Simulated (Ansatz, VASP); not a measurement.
Given: the input of a run of VASP 6.6.1 on B.

POSCAR

```
B
1.0
    1.8725870013      0.0000000000      0.0000000000
    0.0000000000      1.8725870013      0.0000000000
    0.0000000000      0.0000000000      1.8725870013
B
1
Direct
    0.5000000000      0.5000000000      0.5000000000
```

File INCAR.step1:

```
  PREC = Accurate
  ENCUT = 520
  EDIFF = 1E-5
  ISMEAR = -1
  SIGMA = 0.05
  LREAL = F
  LASPH = T
  NELM = 100
  ALGO = Normal
  ISIF = 2
  LWAVE = T
  NBANDS = 8
  GGA = PE
```

INCAR.step2

```
  PREC = Accurate
  ENCUT = 520
  EDIFF = 1E-6
  ISMEAR = -1
  SIGMA = 0.05
  LREAL = F
  LASPH = T
  NELM = 100
  ALGO = Normal
  ISIF = 2
  LWAVE = F
  LCHARG = T
  GGA = PE
  LHFCALC = T
  AEXX = 0.25
  PRECFOCK = Normal
  LELF = T
  LVHAR = T
  NBANDS = 8
  ISTART = 1
```

KPOINTS

```
Automatic mesh
0
Gamma
  7 7 7
```

Potentials or basis: VASP PAW PBE potentials, release 64 (B).

Run with:

```bash
$ cat potpaw_PBE.64/B/POTCAR > POTCAR
$ cp INCAR.step1 INCAR
$ mpirun -np 1 vasp_std > vasp.out
$ cp INCAR.step2 INCAR
$ mpirun -np 1 vasp_std > vasp.out
```

Task: Set up the same calculation for Ansatz 0.2.0. Potentials there: Ansatz PAW.

Result: As run (the cutoff follows the program's own potentials):

input.yaml

```yaml
crystal:
  lattice:
    - [1.8725870013, 0.0, 0.0]
    - [0.0, 1.8725870013, 0.0]
    - [0.0, 0.0, 1.8725870013]
  atoms:
    - { symbol: B, position: [0.5, 0.5, 0.5] }
hamiltonian:
  xc: pbe0
  pseudopotentials: { kind: paw }
kpoints:
  mp_grid: { grid: [7, 7, 7] }
scf:
  occupations: { method: fermi_dirac, width: 0.05 }
output:
  forces: true
  stress: true
  eigenvalues: true
```

Potentials or basis: Ansatz PAW.

Run with:

```console
$ ansatz run input.yaml --threads 2 --pin off --max-ram 5632MiB --backend cpu --events-out ev --progress --plain --runs-dir out
```

Both were run:

|  | VASP | Ansatz | Ansatz less VASP |
| --- | --- | --- | --- |
| gap on the k mesh at the Fermi level (eV) | none | none | - |
| pressure (GPa) | -0.3 | -0.1 | +0.18 |

A gap of «none» marks a metal or a gap that the smearing closes.

The k mesh is coarse, so the values compare programs but aren't converged.
